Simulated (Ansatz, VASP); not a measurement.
One calculation of Lu2MnBr, two programs

```
CELL_PARAMETERS angstrom
3.61862 0.00000 0.00000
-1.80931 3.13382 0.00000
0.00000 0.00000 8.41954
ATOMIC_POSITIONS crystal
Lu 0.33333 0.66667 0.72822
Lu 0.33333 0.66667 0.27178
Mn 0.00000 0.00000 0.50000
Br 0.66667 0.33333 0.00000
```

Alike in both runs: functional PBE; k mesh 6 × 6 × 2; occupations gaussian, width 0.1 eV; collinear spin.

Ansatz relaxed the structure, and its values are those at the end. VASP's run is a single point on that final structure, the one shown.

|  | VASP | Ansatz |
| --- | --- | --- |
| version | VASP 6.6.1 | Ansatz 0.2.0 |
| potentials or method | VASP PAW PBE potentials, release 64 (Lu, Mn_pv, Br), cutoff 520 eV | scalar-relativistic, plane waves, PAW |
| valence electrons in the cell | 70 | 72 |

VASP gave:

| Item | Value |
| --- | --- |
| gap on the k mesh at the Fermi level (eV) | none |
| pressure (GPa) | 0.1 |
| rms of the force components (eV/Å) | 0.013 |
| net moment per atom (μB) | 0.74 |
| size of the moment on the site where the two differ most (μB) | 3.20 |

Q: Which values does Ansatz return?

A: gap on the k mesh at the Fermi level (eV): none; pressure (GPa): 0.0; rms of the force components (eV/Å): 0.009; net moment per atom (μB): 0.74; size of the moment on the site where the two differ most (μB): 3.25.

Site moments also hang on the region over which each program counts them. A gap of «none» marks a metal or a gap that the smearing closes. The functional is the same, so the differences come from potentials, cutoffs and numerics. VASP's potentials hold 70 valence electrons a cell and Ansatz's 72, so a difference there can come from the potentials and not from the codes.

The k mesh is coarse, so the values compare programs but aren't converged. Neither program's run includes spin-orbit coupling.
